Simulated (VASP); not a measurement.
A run of VASP 6.6.1 is set up as follows.

INCAR

```
  PREC = Accurate
  ENCUT = 520
  EDIFF = 1E-6
  ISMEAR = 0
  SIGMA = 0.1
  LREAL = False
  LASPH = True
  NELM = 80
  ALGO = Normal
  ISIF = 2
  LWAVE = False
  LCHARG = False
  GGA = PE
  NBANDS = 16
```

The input KPOINTS:

```
Automatic mesh
0
Gamma
  12 12 12
```

Contents of POSCAR:

```
HgH3
1.0
    5.3990520416      0.0000000000      0.0000000000
   -2.6995260208      4.6757162244      0.0000000000
    0.0000000000      0.0000000000      3.8328056347
Hg H
1 3
Direct
    0.0000000000      0.0000000000      0.0000000000
    0.0000000000      0.0000000000      0.5000000000
    0.6666666667      0.3333333333      0.4017763695
    0.6666666667      0.3333333333      0.5982236305
```

Potentials or basis: VASP PAW PBE potentials, release 64 (Hg, H).

Command:

```sh
$ cat potpaw_PBE.64/Hg/POTCAR potpaw_PBE.64/H/POTCAR > POTCAR
$ mpirun -np 1 vasp_std > vasp.out
```

(1) Estimate the pressure.

(2) What does it give for the largest force?

## Answers

(1) 0.0 GPa.

(2) 0.010 eV/Å.
